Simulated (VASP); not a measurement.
A run of VASP 6.6.1 is set up as follows.

INCAR

```
PREC     = Accurate       # precision mode
ENCUT    = 520            # plane-wave cutoff, eV
EDIFF    = 1E-6           # SCF threshold, eV
ISMEAR   = -1             # smearing method
SIGMA    = 0.05           # smearing width, eV
LREAL    = False          # projectors in reciprocal space
LASPH    = True           # aspherical terms in the spheres
NELM     = 100            # most SCF steps
ALGO     = Normal         # electronic algorithm
ISIF     = 2              # what is computed and relaxed
LWAVE    = False          # write WAVECAR
LCHARG   = False          # write CHGCAR
GGA      = CA             # functional
NBANDS   = 33             # bands
```

File KPOINTS:

```
Automatic mesh
0
Gamma
  9 9 6
```

File POSCAR:

```
BiPt
1.0
    4.3996294977      0.0000000000      0.0000000000
   -2.1998147489      3.8101909122      0.0000000000
    0.0000000000      0.0000000000      5.5976743951
Bi Pt
2 2
Direct
    0.3333333333      0.6666666667      0.2500000000
    0.6666666667      0.3333333333      0.7500000000
    0.0000000000      0.0000000000      0.0000000000
    0.0000000000      0.0000000000      0.5000000000
```

Potentials or basis: VASP PAW LDA potentials, release 64 (Bi_d, Pt).

Run with:

```bash
$ cat potpaw_LDA.64/Bi_d/POTCAR potpaw_LDA.64/Pt/POTCAR > POTCAR
$ mpirun -np 1 vasp_std > vasp.out
```

**Question.** Estimate the pressure.

**Answer.** -6.5 GPa.

**Question.** What does it give for the band gap on the k mesh?

**Answer.** Zero (bands 25 and 26 overlap by 3.72 eV).

Stress tensor (GPa, compression positive):
```
-5.99  0.00  0.00
 0.00 -5.99  0.00
 0.00  0.00 -7.67
```

Caveat: the cell stands under tension; spin-orbit coupling is left out, which moves the levels of the heavy elements.
